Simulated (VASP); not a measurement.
# Sb (R-3m) in VASP: a series of runs, part 2 of 2

VASP 6.6.1.

## Step 3: Single point, revPBE (volume scaled by 0.96)

INCAR reads:

```
SYSTEM = Sb
PREC = Accurate
ENCUT = 520
EDIFF = 1E-7
ISMEAR = -1
SIGMA = 0.1
LREAL = .False.
LASPH = .True.
NELM = 100
ALGO = Normal
ISIF = 2
LWAVE = .False.
LCHARG = .False.
GGA = RE
NBANDS = 12
```

KPOINTS reads:

```
Automatic mesh
0
Gamma
  14 14 14
  0 0 0
```

POSCAR reads:

```
Sb
1.0
    2.1669757384      1.2511040259      3.8828021136
   -2.1669757384      1.2511040259      3.8828021136
    0.0000000000     -2.5022080518      3.8828021136
Sb
2
Direct
    0.2311082914      0.2311082914      0.2311082914
    0.7688917086      0.7688917086      0.7688917086
```

Potentials or basis: VASP PAW PBE potentials, release 64 (Sb).

The run is started by

```bash
$ cat potpaw_PBE.64/Sb/POTCAR > POTCAR
$ mpirun -np 1 vasp_std > vasp.out
```

OUTCAR:

```text
SYSTEM = Sb
   PREC = Accurate
   ENCUT = 520
   EDIFF = 1E-7
   ISMEAR = -1
   LREAL = .False.
   LASPH = .True.
   NELM = 100
   ISIF = 2
   GGA = RE

 ion  position               nearest neighbor table
   1  0.231  0.231  0.231-   2 2.92   2 2.92   2 2.92   2 3.45   2 3.45   2 3.45
   2  0.769  0.769  0.769-   1 2.92   1 2.92   1 2.92   1 3.45   1 3.45   1 3.45

  LATTYP: Found a trigonal (rhomboedric) cell.
 ALAT       =     4.6192204307
 COS(alpha) =     0.5598499873

  Lattice vectors:

 A1 = (   2.1669757384,   1.2511040259,   3.8828021136)
 A2 = (  -2.1669757384,   1.2511040259,   3.8828021136)
 A3 = (   0.0000000000,  -2.5022080518,   3.8828021136)

Analysis of symmetry for initial positions (statically):
=====================================================================
 Subroutine PRICEL returns:
 Original cell was already a primitive cell.

 Routine SETGRP: Setting up the symmetry group for a
 trigonal (rhombohedral) supercell.

 Subroutine GETGRP returns: Found 12 space group operations
 (whereof 12 operations were pure point group operations)
 out of a pool of 12 trial point group operations.

[... 173 lines left out ...]
      4       5.1313      2.00000
      5       5.1313      2.00000
      6       8.6386      0.00000
      7       9.3831      0.00000
      8       9.3831      0.00000
      9      12.1121      0.00000
     10      12.1121      0.00000
     11      12.2766      0.00000
     12      13.5547      0.00000
[... 331 lines left out ...]
 k-point    24 :       0.2857    0.1429    0.0000
  band No.  band energies     occupation
      1      -4.8705      2.00000
      2      -0.0714      2.00000
      3       3.9628      2.00000
      4       4.3574      2.00000
      5       5.8006      1.99995
      6       7.9206      0.00005
      7       9.1452      0.00000
      8       9.4759      0.00000
      9      10.9202      0.00000
     10      13.1849      0.00000
     11      13.7389      0.00000
     12      15.2764      0.00000

 [... further k-points ...]

------------------------ aborting loop because EDIFF is reached ----------------------------------------

  FORCE on cell =-STRESS in cart. coord.  units (eV):
  Direction    XX          YY          ZZ          XY          YZ          ZX
  --------------------------------------------------------------------------------------
  -------------------------------------------------------------------------------------
  Total        0.8937507      0.8937507      0.6968918      0.0000000      0.0000000      0.0000000
  in kB       22.6716433     22.6716433     17.6779528      0.0000000      0.0000000      0.0000000
  external PRESSURE =      21.0070798 kB  Pullay stress =       0.0000000 kB

 VOLUME and BASIS-vectors are now :
 -----------------------------------------------------------------------------
  energy-cutoff  :      520.00
  volume of cell :       63.16
      direct lattice vectors                 reciprocal lattice vectors
     2.166975738  1.251104026  3.882802114     0.230736317  0.133215674  0.085848654
    -2.166975738  1.251104026  3.882802114    -0.230736317  0.133215674  0.085848654
     0.000000000 -2.502208052  3.882802114     0.000000000 -0.266431349  0.085848654

 POSITION                                       TOTAL-FORCE (eV/Angst)
 -----------------------------------------------------------------------------------
      0.00000      0.00000      2.69204         0.000000     -0.000000      0.277839
      0.00000      0.00000      8.95636         0.000000      0.000000     -0.277839
 -----------------------------------------------------------------------------------
    total drift:                               -0.000000     -0.000000     -0.000000

  FREE ENERGIE OF THE ION-ELECTRON SYSTEM (eV)
  ---------------------------------------------------
  free  energy   TOTEN  =        -7.6407533748 eV

  energy  without entropy=       -7.6312596231  energy(sigma->0) =       -7.63600650
```

Run time: 88 s. Hardware: 1 thread of Intel Xeon 6975P-C (Granite Rapids), shared host; peak memory 0.34 GiB.

What came out:

| Property | Result |
| --- | --- |
| Free energy | -7.6408 eV |
| Pressure | 2.1 GPa |
| Largest force | 0.278 eV/Å |
| Band gap on the k mesh | zero (band 5 reaches 6.95 eV, above the bottom of band 6 at 6.63 eV) |

Forces on the atoms (eV/Å):
```
Sb   0.000  0.000  0.278
Sb   0.000  0.000 -0.278
```

Caveat: the cell differs from its parent crystal (volume scaled by 0.96); the PAW data sets were made with another functional, which shifts forces and pressure a little; spin-orbit coupling is left out, which moves the levels of the heavy elements.

## Step 4: Single point, revPBE

This run uses another cell than the first one, of 32.90 Å³/atom, 1.087 times its volume.

INCAR reads:

```
  PREC = Accurate
  ENCUT = 520
  EDIFF = 1E-7
  ISMEAR = -1
  SIGMA = 0.1
  LREAL = F
  LASPH = T
  NELM = 100
  ALGO = Normal
  ISIF = 2
  LWAVE = F
  LCHARG = F
  GGA = RE
  NBANDS = 12
```

KPOINTS reads:

```
Automatic mesh
0
Gamma
  14 14 14
```

POSCAR reads:

```
Sb
1.0
    2.1966640268      1.2682445672      3.9359977939
   -2.1966640268      1.2682445672      3.9359977939
    0.0000000000     -2.5364891344      3.9359977939
Sb
2
Direct
    0.2311082914      0.2311082914      0.2311082914
    0.7688917086      0.7688917086      0.7688917086
```

Potentials or basis: VASP PAW PBE potentials, release 64 (Sb).

The run is started by

```bash
$ cat potpaw_PBE.64/Sb/POTCAR > POTCAR
$ mpirun -np 1 vasp_std > vasp.out
```

OUTCAR:

```text
PREC = Accurate
   ENCUT = 520
   EDIFF = 1E-7
   ISMEAR = -1
   LREAL = F
   LASPH = T
   NELM = 100
   ISIF = 2
   GGA = RE

 ion  position               nearest neighbor table
   1  0.231  0.231  0.231-   2 2.96   2 2.96   2 2.96   2 3.50   2 3.50   2 3.50
   2  0.769  0.769  0.769-   1 2.96   1 2.96   1 2.96   1 3.50   1 3.50   1 3.50

  LATTYP: Found a trigonal (rhomboedric) cell.
 ALAT       =     4.6825052870
 COS(alpha) =     0.5598499873

  Lattice vectors:

[... 545 lines left out ...]

------------------------ aborting loop because EDIFF is reached ----------------------------------------

  FORCE on cell =-STRESS in cart. coord.  units (eV):
  Direction    XX          YY          ZZ          XY          YZ          ZX
  --------------------------------------------------------------------------------------
  -------------------------------------------------------------------------------------
  Total        0.0027826      0.0027826      0.0188498      0.0000000      0.0000000      0.0000000
  in kB        0.0677614      0.0677614      0.4590340      0.0000000      0.0000000      0.0000000
  external PRESSURE =       0.1981856 kB  Pullay stress =       0.0000000 kB

 VOLUME and BASIS-vectors are now :
 -----------------------------------------------------------------------------
  energy-cutoff  :      520.00
  volume of cell :       65.79
      direct lattice vectors                 reciprocal lattice vectors
     2.196664027  1.268244567  3.935997794     0.227617876  0.131415242  0.084688394
    -2.196664027  1.268244567  3.935997794    -0.227617876  0.131415242  0.084688394
     0.000000000 -2.536489134  3.935997794     0.000000000 -0.262830484  0.084688394

 POSITION                                       TOTAL-FORCE (eV/Angst)
 -----------------------------------------------------------------------------------
      0.00000      0.00000      2.72893         0.000000     -0.000000      0.042619
      0.00000      0.00000      9.07907         0.000000      0.000000     -0.042619
 -----------------------------------------------------------------------------------
    total drift:                               -0.000000      0.000000     -0.000000

  FREE ENERGIE OF THE ION-ELECTRON SYSTEM (eV)
  ---------------------------------------------------
  free  energy   TOTEN  =        -7.6575306111 eV

  energy  without entropy=       -7.6480713708  energy(sigma->0) =       -7.65280099
```

It took 93 s on 1 thread of Intel Xeon 6975P-C (Granite Rapids), shared host; peak memory 0.35 GiB.

What came out:

* Free energy: -7.6575 eV
* Pressure: 0.0 GPa
* Largest force: 0.043 eV/Å
* Band gap on the k mesh: zero (band 5 reaches 6.40 eV, above the bottom of band 6 at 6.14 eV)

Forces in eV/Å, atoms in the order of the input:
```
Sb   0.000  0.000  0.043
Sb   0.000  0.000 -0.043
```

Levels at points of the mesh, in eV from the Fermi level:
```csv
k point,band 3,band 4,band 5,band 6,band 7,band 8
"(0.00, 0.00, 0.00)",-1.95,-1.64,-1.64,1.78,2.48,2.48
"(0.50, 0.00, 0.00)",-1.95,-1.90,-0.29,-0.22,0.27,0.79
"(0.50, 0.50, 0.00)",-4.89,-3.39,-3.30,1.66,4.47,5.29
"(0.50, 0.50, 0.50)",-1.25,-1.25,-0.56,0.40,0.40,1.17
```

Caveat: the PAW data sets were made with another functional, which shifts forces and pressure a little; spin-orbit coupling is left out, which moves the levels of the heavy elements.

## Step 5: Overview

```tsv
cell	gap on the mesh (eV)	pressure (GPa)	largest force (eV/Å)
a = 4.554 Å, angles 56.0°, 2 atoms	none	4.7	0.55
a = 4.619 Å, angles 56.0°, 2 atoms	none	2.1	0.28
a = 4.683 Å, angles 56.0°, 2 atoms	none	0.0	0.04
```

Alike in all rows: task single point; level revPBE; potentials or basis VASP PAW PBE potentials, release 64 (Sb); no spin polarisation; k mesh 14 × 14 × 14; cutoff (eV) 520; smearing fermi-dirac 0.1 eV.

Caveats: the PAW data sets were made with another functional, which shifts forces and pressure a little; spin-orbit coupling is left out, which moves the levels of the heavy elements.

Total energies depend on the potentials used, so only differences within one code and one set of settings carry meaning.
